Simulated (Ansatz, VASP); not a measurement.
**ZnO in VASP and in Ansatz**

Contents of INCAR:

```
SYSTEM = ZnO
PREC = Accurate ; ENCUT = 520
EDIFF = 1E-7 ; ISMEAR = 0
SIGMA = 0.05 ; LREAL = .FALSE.
LASPH = .TRUE. ; NELM = 80
ALGO = Normal ; ISIF = 2
LWAVE = .FALSE. ; LCHARG = .FALSE.
GGA = PE ; IVDW = 12
NBANDS = 26
```

The input KPOINTS:

```
regular mesh
0
G
  12 12 4
  0 0 0
```

POSCAR

```
ZnO
1.0
    3.1851501443      0.0000000000      0.0000000000
   -1.5925750721      2.7584209398      0.0000000000
    0.0000000000      0.0000000000      7.5982142517
Zn O
2 2
Direct
    0.0000000000      0.0000000000      0.7500000000
    0.0000000000      0.0000000000      0.2500000000
    0.3333333333      0.6666666667      0.2500000000
    0.6666666667      0.3333333333      0.7500000000
```

Input for Ansatz:

```yaml
crystal:
  lattice:
    - [3.1851501443, 0.0, 0.0]
    - [-1.5925750721, 2.7584209398, 0.0]
    - [0.0, 0.0, 7.5982142517]
  atoms:
    - { symbol: Zn, position: [0.0, 0.0, 0.75] }
    - { symbol: Zn, position: [0.0, 0.0, 0.25] }
    - { symbol: O, position: [0.3333333333, 0.6666666667, 0.25] }
    - { symbol: O, position: [0.6666666667, 0.3333333333, 0.75] }
basis:
  ecutwfc: 420
kpoints:
  mp_grid: { grid: [12, 12, 4] }
hamiltonian:
  xc: pbe
  dispersion: d3bj
scf:
  occupations: { method: gaussian, width: 0.05 }
output:
  forces: true
  stress: true
  eigenvalues: true
```

Alike in both runs: task single point; functional PBE; dispersion D3(BJ); k mesh 12 × 12 × 4; occupations gaussian, width 0.05 eV; no spin polarisation.

|  | VASP | Ansatz |
| --- | --- | --- |
| version | VASP 6.6.1 | Ansatz 0.2.0 |
| potentials or method | VASP PAW PBE potentials, release 64 (Zn, O), cutoff 520 eV | scalar-relativistic, plane waves, PAW |
| valence electrons in the cell | 36 | 36 |

Ansatz gave:

```
gap on the k mesh at the Fermi level (eV)                     : 0.90
least direct gap on the mesh (eV)                             : 0.90
pressure (GPa)                                                : 6.9
traceless stress, the component that is largest in VASP (GPa) : -8.69
```

Estimate VASP's values.

gap on the k mesh at the Fermi level (eV): 0.91; least direct gap on the mesh (eV): 0.91; pressure (GPa): 7.9; traceless stress, the component that is largest in VASP (GPa): -9.74.
